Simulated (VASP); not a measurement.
# VCrC2 (R-3m) in VASP: notebook, part 2 of 2

VASP 6.6.1.

**3. Single point, PBEsol, collinear spin, ferromagnetic start (volume scaled by 1.06)**

Contents of INCAR:

```
SYSTEM = VCrC2
PREC = Accurate
ENCUT = 520
EDIFF = 1E-6
ISMEAR = -1
SIGMA = 0.05
LREAL = .FALSE.
LASPH = .TRUE.
NELM = 150
ALGO = Normal
ISIF = 2
LWAVE = .FALSE.
LCHARG = .FALSE.
ISPIN = 2
MAGMOM = 3 2 0 0
LORBIT = 11
LMAXMIX = 4
GGA = PS
NBANDS = 28
```

Contents of KPOINTS:

```
Automatic mesh
0
G
  11 11 11
  0 0 0
```

Contents of POSCAR:

```
VCrC2
1.0
    1.4892791594      0.8598357235      4.8323380460
   -1.4892791594      0.8598357235      4.8323380460
    0.0000000000     -1.7196714471      4.8323380460
Cr V C
1 1 2
Direct
    0.5000000000      0.5000000000      0.5000000000
    0.0000000000      0.0000000000      0.0000000000
    0.2487590000      0.2487590000      0.2487590000
    0.7512410000      0.7512410000      0.7512410000
```

Potentials or basis: VASP PAW PBE potentials, release 64 (Cr_pv, V_sv, C).

The run is started by

```
$ cat potpaw_PBE.64/Cr_pv/POTCAR potpaw_PBE.64/V_sv/POTCAR potpaw_PBE.64/C/POTCAR > POTCAR
$ mpirun -np 1 vasp_std > vasp.out
```

OUTCAR:

```text
SYSTEM = VCrC2
   PREC = Accurate
   ENCUT = 520
   EDIFF = 1E-6
   ISMEAR = -1
   LREAL = .FALSE.
   LASPH = .TRUE.
   NELM = 150
   ISIF = 2
   ISPIN = 2
   LORBIT = 11
   GGA = PS

 ion  position               nearest neighbor table
   1  0.500  0.500  0.500-   3 2.09   4 2.09   3 2.09   3 2.09   4 2.09   4 2.09   2 2.97   2 2.97
                             2 2.97   2 2.97   2 2.97   2 2.97
   2  0.000  0.000  0.000-   4 2.11   3 2.11   4 2.11   4 2.11   3 2.11   3 2.11   1 2.97   1 2.97
                             1 2.97   1 2.97   1 2.97   1 2.97
   3  0.249  0.249  0.249-   1 2.09   1 2.09   1 2.09   2 2.11   2 2.11   2 2.11
   4  0.751  0.751  0.751-   1 2.09   1 2.09   1 2.09   2 2.11   2 2.11   2 2.11

  LATTYP: Found a trigonal (rhomboedric) cell.
 ALAT       =     5.1292066518
 COS(alpha) =     0.8313905832

  Lattice vectors:

 A1 = (   1.4892791594,   0.8598357235,   4.8323380460)
 A2 = (  -1.4892791594,   0.8598357235,   4.8323380460)
 A3 = (   0.0000000000,  -1.7196714471,   4.8323380460)

Analysis of symmetry for initial positions (statically):
[... 1700 lines left out ...]
  --------------------------------------------------------------------------------------
  -------------------------------------------------------------------------------------
  Total       -6.0997840     -6.0997840     -6.1047572      0.0000000      0.0000000      0.0000000
  in kB     -263.2236379   -263.2236378   -263.4382433      0.0000000      0.0000000      0.0000000
  external PRESSURE =    -263.2951730 kB  Pullay stress =       0.0000000 kB

 VOLUME and BASIS-vectors are now :
 -----------------------------------------------------------------------------
  energy-cutoff  :      520.00
  volume of cell :       37.13
      direct lattice vectors                 reciprocal lattice vectors
     1.489279159  0.859835724  4.832338046     0.335732893  0.193835476  0.068979722
    -1.489279159  0.859835724  4.832338046    -0.335732893  0.193835476  0.068979722
     0.000000000 -1.719671447  4.832338046     0.000000000 -0.387670952  0.068979722

 POSITION                                       TOTAL-FORCE (eV/Angst)
 -----------------------------------------------------------------------------------
      0.00000     -0.00000      7.24851         0.000000      0.000000     -0.000000
      0.00000      0.00000      0.00000        -0.000000     -0.000000     -0.000000
      0.00000     -0.00000      3.60626         0.000000     -0.000000      0.015298
      0.00000     -0.00000     10.89075         0.000000      0.000000     -0.015298
 -----------------------------------------------------------------------------------
    total drift:                                0.000000      0.000000      0.000000

  FREE ENERGIE OF THE ION-ELECTRON SYSTEM (eV)
  ---------------------------------------------------
  free  energy   TOTEN  =       -39.7200805708 eV

  energy  without entropy=      -39.6889881959  energy(sigma->0) =      -39.70453438

 total charge

# of ion       s       p       d       tot
------------------------------------------
    1        0.310   6.407   4.254  10.971
    2        2.251   6.294   3.112  11.656
    3        0.880   1.473   0.000   2.353
    4        0.880   1.473   0.000   2.353
--------------------------------------------------
tot          4.322  15.646   7.366  27.334

 magnetization (x)

# of ion       s       p       d       tot
------------------------------------------
    1       -0.000   0.000  -0.002  -0.002
    2       -0.000  -0.000  -0.001  -0.001
    3        0.000   0.000   0.000   0.000
    4        0.000   0.000   0.000   0.000
--------------------------------------------------
tot          0.000   0.000  -0.003  -0.003
```

Wall time 20 min (1 thread of Intel Xeon 6975P-C, shared host); peak memory 0.47 GiB.

What came out:

```yaml
Free_energy: -39.7201 eV
Pressure: -26.3 GPa
Largest_force: 0.015 eV/Å
Net_moment: 0.00 μB per cell
Valence_electrons_inside_the_program's_atomic_spheres: Cr 10.97; V 11.66; C 2.35
```

Forces on the atoms (eV/Å):
```
Cr   0.000  0.000  0.000
V    0.000  0.000  0.000
C    0.000  0.000  0.015
C    0.000  0.000 -0.015
```

Caveat: the starting moments collapsed, and a magnetic state may lie lower; the PAW data sets were made with another functional, which shifts forces and pressure a little.

**4. Single point, PBE, collinear spin, zero start**

Contents of INCAR:

```
SYSTEM = VCrC2
  PREC = Accurate
  ENCUT = 520
  EDIFF = 1E-6
  ISMEAR = -1
  SIGMA = 0.05
  LREAL = .FALSE.
  LASPH = .TRUE.
  NELM = 150
  ALGO = Normal
  ISIF = 2
  LWAVE = .FALSE.
  LCHARG = .FALSE.
  ISPIN = 2
  MAGMOM = 0 0 0 0
  LORBIT = 11
  NUPDOWN = 0.0
  LMAXMIX = 4
  GGA = PE
  NBANDS = 28
```

Contents of KPOINTS:

```
regular mesh
0
G
  9 9 9
  0 0 0
```

Contents of POSCAR:

```
VCrC2
1.0
    1.4606320425      0.8432963029      4.7393853233
   -1.4606320425      0.8432963029      4.7393853233
    0.0000000000     -1.6865926058      4.7393853233
Cr V C
1 1 2
Direct
    0.5000000000      0.5000000000      0.5000000000
    0.0000000000      0.0000000000      0.0000000000
    0.2487590000      0.2487590000      0.2487590000
    0.7512410000      0.7512410000      0.7512410000
```

Potentials or basis: VASP PAW PBE potentials, release 64 (Cr_pv, V_sv, C).

The run is started by

```
$ cat potpaw_PBE.64/Cr_pv/POTCAR potpaw_PBE.64/V_sv/POTCAR potpaw_PBE.64/C/POTCAR > POTCAR
$ mpirun -np 1 vasp_std > vasp.out
```

OUTCAR:

```text
SYSTEM = VCrC2
   PREC = Accurate
   ENCUT = 520
   EDIFF = 1E-6
   ISMEAR = -1
   LREAL = .FALSE.
   LASPH = .TRUE.
   NELM = 150
   ISIF = 2
   ISPIN = 2
   LORBIT = 11
   NUPDOWN = 0.0
   GGA = PE

 ion  position               nearest neighbor table
   1  0.500  0.500  0.500-   3 2.05   4 2.05   3 2.05   3 2.05   4 2.05   4 2.05   2 2.91   2 2.91
                             2 2.91   2 2.91   2 2.91   2 2.91
   2  0.000  0.000  0.000-   4 2.07   3 2.07   4 2.07   4 2.07   3 2.07   3 2.07   1 2.91   1 2.91
                             1 2.91   1 2.91   1 2.91   1 2.91
   3  0.249  0.249  0.249-   1 2.05   1 2.05   1 2.05   2 2.07   2 2.07   2 2.07
   4  0.751  0.751  0.751-   1 2.05   1 2.05   1 2.05   2 2.07   2 2.07   2 2.07

  LATTYP: Found a trigonal (rhomboedric) cell.
[... 1723 lines left out ...]
     0.000000000 -1.686592606  4.739385323     0.000000000 -0.395274273  0.070332609

 POSITION                                       TOTAL-FORCE (eV/Angst)
 -----------------------------------------------------------------------------------
      0.00000      0.00000      7.10908        -0.000000     -0.000000      0.000000
      0.00000      0.00000      0.00000         0.000000      0.000000      0.000000
      0.00000      0.00000      3.53689        -0.000000     -0.000000      0.007398
      0.00000      0.00000     10.68126        -0.000000     -0.000000     -0.007398
 -----------------------------------------------------------------------------------
    total drift:                                0.000000      0.000000      0.000000

  FREE ENERGIE OF THE ION-ELECTRON SYSTEM (eV)
  ---------------------------------------------------
  free  energy   TOTEN  =       -37.4572965065 eV

  energy  without entropy=      -37.4243267752  energy(sigma->0) =      -37.44081164

 total charge

# of ion       s       p       d       tot
------------------------------------------
    1        0.333   6.447   4.321  11.101
    2        2.264   6.326   3.179  11.769
    3        0.894   1.525   0.000   2.419
    4        0.894   1.525   0.000   2.419
--------------------------------------------------
tot          4.384  15.823   7.500  27.707

 magnetization (x)

# of ion       s       p       d       tot
------------------------------------------
    1        0.000   0.000   0.000   0.000
    2       -0.000  -0.000  -0.000  -0.000
    3        0.000  -0.000   0.000  -0.000
    4        0.000  -0.000   0.000  -0.000
--------------------------------------------------
tot         -0.000  -0.000   0.000   0.000
```

OSZICAR:

```text
N       E                     dE             d eps       ncg     rms          rms(c)
DAV:   1     0.341774348317E+03    0.34177E+03   -0.16578E+04  9536   0.134E+03
DAV:   2    -0.289125801820E+02   -0.37069E+03   -0.34777E+03  9688   0.420E+02
DAV:   3    -0.495481443094E+02   -0.20636E+02   -0.20000E+02 10484   0.102E+02
DAV:   4    -0.499353315344E+02   -0.38719E+00   -0.38548E+00 10832   0.138E+01
DAV:   5    -0.499422105811E+02   -0.68790E-02   -0.68105E-02 11604   0.180E+00    0.435E+01
DAV:   6    -0.478718150773E+02    0.20704E+01   -0.66609E+01 10712   0.851E+01    0.348E+01
DAV:   7    -0.485015840931E+02   -0.62977E+00   -0.47911E+01 10680   0.877E+01    0.312E+01
DAV:   8    -0.382736244648E+02    0.10228E+02   -0.21239E+01 10584   0.448E+01    0.128E+01
DAV:   9    -0.375365276592E+02    0.73710E+00   -0.12893E+00 10044   0.109E+01    0.452E+00
DAV:  10    -0.374608058861E+02    0.75722E-01   -0.14337E-01 11240   0.358E+00    0.178E+00
DAV:  11    -0.374579565653E+02    0.28493E-02   -0.23366E-02 10284   0.110E+00    0.391E-01
DAV:  12    -0.374573489469E+02    0.60762E-03   -0.37047E-03 10404   0.375E-01    0.124E-01
DAV:  13    -0.374573208842E+02    0.28063E-04   -0.11111E-04 10696   0.927E-02    0.691E-02
DAV:  14    -0.374573000819E+02    0.20802E-04   -0.52018E-05 13016   0.558E-02    0.312E-02
DAV:  15    -0.374572973003E+02    0.27816E-05   -0.10194E-05 10520   0.219E-02    0.166E-02
DAV:  16    -0.374572965065E+02    0.79382E-06   -0.78771E-07  5440   0.751E-03
   1 F= -.37457297E+02 E0= -.37440812E+02  d E =-.329697E-01  mag=    -0.0000
```

stdout:

```text
POSCAR found type information on POSCAR CrV C
 POSCAR found :  3 types and       4 ions
 scaLAPACK will be used
 LDA part: xc-table for (Slater+PW92), standard interpolation
 POSCAR, INCAR and KPOINTS ok, starting setup
 FFT: planning ... GRIDC
 FFT: planning ... GRID_SOFT
 FFT: planning ... GRID
 WAVECAR not read
 entering main loop
```

It took 3.8 min on 1 thread of Intel Xeon 6975P-C (Granite Rapids), shared host; peak memory 0.37 GiB.

Results:

```
Free energy                                           : -37.4573 eV
Pressure                                              : -2.5 GPa
Largest force                                         : 0.007 eV/Å
Net moment                                            : 0.00 μB per cell
Valence electrons inside the program's atomic spheres : Cr 11.10; V 11.77; C 2.42
```

Forces on the atoms (eV/Å):
```
Cr   0.000  0.000  0.000
V    0.000  0.000  0.000
C    0.000  0.000  0.007
C    0.000  0.000 -0.007
```

Stress tensor (GPa, compression positive):
```
-2.63  0.00  0.00
 0.00 -2.63  0.00
 0.00  0.00 -2.33
```

Caveat: the total moment is fixed, so each spin has its own Fermi level.
